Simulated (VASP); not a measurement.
Al2As:

```xyz
3
Lattice="3.3207 0.0000 0.0000 0.0000 3.3207 0.0000 0.0000 0.0000 5.3863" Properties=species:S:1:pos:R:3 pbc="T T T"
Al    0.0000    0.0000    3.3306
Al    1.6603    1.6603    1.7991
As    0.0000    0.0000    0.4967
```

* Program: VASP 6.6.1
* Task: relaxation of cell and atoms
* Functional: PBE
* Potentials or basis: VASP PAW PBE potentials, release 64 (Al, As)
* Cutoff: 600 eV
* k mesh: 14 × 14 × 10
* Occupations: gaussian, width 0.1 eV
* Spin: no spin polarisation

At the start: pressure 0.2 GPa; volume 19.80 Å³/atom.

Problem. Where does the relaxation end?

Solution. Over 14 steps the energy falls by 2.7 meV/atom and the volume is 20.08 Å³/atom (+1.4 %); space group P4mm (No. 99, to 0.05 Å).

Step by step:
```tsv
step	energy change (eV)	largest force (eV/Å)	pressure (GPa)	volume (Å³)
1	0.0000	0.1242	0.22	59.39
2	-0.0016	0.1098	0.00	59.62
3	-0.0029	0.1702	-0.59	60.32
4	-0.0031	0.1500	-0.45	60.15
5	-0.0040	0.1422	-0.37	60.12
6	-0.0058	0.1116	-0.09	60.03
7	-0.0052	0.1452	0.49	59.84
8	-0.0062	0.1252	0.11	59.96
9	-0.0069	0.0875	0.09	60.03
10	-0.0076	0.0358	0.04	60.17
11	-0.0078	0.0209	-0.01	60.25
12	-0.0079	0.0083	-0.07	60.32
13	-0.0079	0.0089	-0.07	60.32
14	-0.0080	0.0067	0.02	60.24
```

Final structure:
```yaml
crystal:
  lattice:
    - [3.37233, 0.00000, 0.00000]
    - [0.00000, 3.37233, 0.00000]
    - [0.00000, 0.00000, 5.29677]
  atoms:
    - { symbol: Al, position: [0.00000, 0.00000, 0.61919] }
    - { symbol: Al, position: [0.50000, 0.50000, 0.32541] }
    - { symbol: As, position: [0.00000, 0.00000, 0.09997] }
```
